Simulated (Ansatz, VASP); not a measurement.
**Two plane-wave programs on HfN**

```
Hf N
1.0
     0.00000    2.26333    2.26333
     2.26333    0.00000    2.26333
     2.26333    2.26333    0.00000
Hf N
1 1
Direct
  0.00000 0.00000 0.00000
  0.50000 0.50000 0.50000
```

Alike in both runs: task single point; functional PBE; k mesh 10 × 10 × 10; occupations fermi-dirac, width 0.02 eV; no spin polarisation.

```csv
,VASP,Ansatz
version,VASP 6.6.1,Ansatz 0.2.0
potentials or method,"VASP PAW PBE potentials, release 64 (Hf_pv, N)","plane waves, PAW"
plane-wave cutoff (eV),520,420
valence electrons in the cell,15,31
```

|  | VASP | Ansatz | Ansatz less VASP |
| --- | --- | --- | --- |
| pressure (GPa) | 1.4 | 3.8 | +2.37 |

VASP's potentials hold 15 valence electrons a cell and Ansatz's 31, so a difference there can come from the potentials and not from the codes.

Spin-orbit coupling is off throughout.
